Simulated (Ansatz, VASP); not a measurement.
# AgRh: VASP beside Ansatz

```xyz
2
Lattice="2.7776 0.0000 0.0000 -1.3888 2.4055 0.0000 0.0000 0.0000 4.8086" Properties=species:S:1:pos:R:3 pbc="T T T"
Ag    0.0000    0.0000    2.4043
Rh    1.3888    0.8018    0.0000
```

Alike in both runs: task single point; functional revPBE; k mesh 9 × 9 × 5; occupations fermi-dirac, width 0.1 eV; no spin polarisation.

|  | VASP | Ansatz |
| --- | --- | --- |
| version | VASP 6.6.1 | Ansatz 0.2.0 |
| potentials or method | VASP PAW PBE potentials, release 64 (Ag, Rh_pv), cutoff 500 eV | plane waves, PAW |
| valence electrons in the cell | 26 | 36 |

|  | VASP | Ansatz | Ansatz less VASP |
| --- | --- | --- | --- |
| pressure (GPa) | 1.0 | 1.0 | +0.01 |
| traceless stress, the component that is largest in VASP (GPa) | -0.47 | -0.47 | -0.001 |

VASP's potentials were made for PBE, not for revPBE. VASP's potentials hold 26 valence electrons a cell and Ansatz's 36, so a difference there can come from the potentials and not from the codes.
